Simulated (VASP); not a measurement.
LuH2:

```
CELL_PARAMETERS angstrom
0.00000 2.51650 2.51650
2.51650 0.00000 2.51650
2.51650 2.51650 0.00000
ATOMIC_POSITIONS crystal
Lu 0.00000 0.00000 0.00000
H 0.25000 0.25000 0.25000
H 0.75000 0.75000 0.75000
```

- Program: VASP 6.6.1
- Task: relaxation of cell and atoms
- Functional: PBEsol
- Potentials or basis: VASP PAW PBE potentials, release 64 (Lu, H)
- Cutoff: 600 eV
- k mesh: 7 × 7 × 7
- Occupations: fermi-dirac, width 0.1 eV
- Spin: no spin polarisation

At the start: pressure -3.7 GPa; volume 10.62 Å³/atom.

Q: Where does the relaxation end?

A: Over 3 steps the energy falls by 5.1 meV/atom and the volume is 10.21 Å³/atom (-3.9 %); space group Fm-3m (No. 225, to 0.05 Å).

Step by step:
```csv
step,energy change (eV),largest force (eV/Å),pressure (GPa),volume (Å³)
1,0.0000,0.0000,-3.69,31.87
2,-0.0150,0.0000,-0.46,30.76
3,-0.0152,0.0000,-0.08,30.62
```

Final structure:
```yaml
crystal:
  lattice:
    - [0.00000, 2.48308, 2.48308]
    - [2.48308, 0.00000, 2.48308]
    - [2.48308, 2.48308, 0.00000]
  atoms:
    - { symbol: Lu, position: [0.00000, 0.00000, 0.00000] }
    - { symbol: H, position: [0.25000, 0.25000, 0.25000] }
    - { symbol: H, position: [0.75000, 0.75000, 0.75000] }
```

Caveat: the PAW data sets were made with another functional, which shifts forces and pressure a little.
